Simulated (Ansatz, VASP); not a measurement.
Two plane-wave programs on NbSi2

```
CELL_PARAMETERS angstrom
4.81900 0.00000 0.00000
-2.40950 4.17338 0.00000
0.00000 0.00000 6.59200
ATOMIC_POSITIONS crystal
Nb 0.50000 0.00000 0.50000
Nb 0.50000 0.50000 0.83333
Nb 0.00000 0.50000 0.16667
Si 0.15990 0.31980 0.50000
Si 0.84010 0.15990 0.83333
Si 0.68020 0.84010 0.16667
Si 0.84010 0.68020 0.50000
Si 0.15990 0.84010 0.83333
Si 0.31980 0.15990 0.16667
```

Alike in both runs: task single point; functional PBE; k mesh 6 × 6 × 4; occupations gaussian, width 0.1 eV; no spin polarisation.

|  | VASP | Ansatz |
| --- | --- | --- |
| version | VASP 6.6.1 | Ansatz 0.2.0 |
| potentials or method | VASP PAW PBE potentials, release 64 (Nb_sv, Si), cutoff 520 eV | scalar-relativistic, plane waves, PAW |
| valence electrons in the cell | 63 | 63 |

|  | VASP | Ansatz | Ansatz less VASP |
| --- | --- | --- | --- |
| gap on the k mesh at the Fermi level (eV) | none | none | - |
| pressure (GPa) | 0.0 | 0.2 | +0.24 |
| traceless stress, the component that is largest in VASP (GPa) | 1.52 | 1.54 | +0.026 |
| rms of the force components (eV/Å) | 0.023 | 0.023 | +0.0002 |

Atom by atom the forces differ by 0.000 eV/Å (rms over components). A gap of «none» marks a metal or a gap that the smearing closes. With one functional, cell and mesh, what is left measures potentials, basis and numerics.
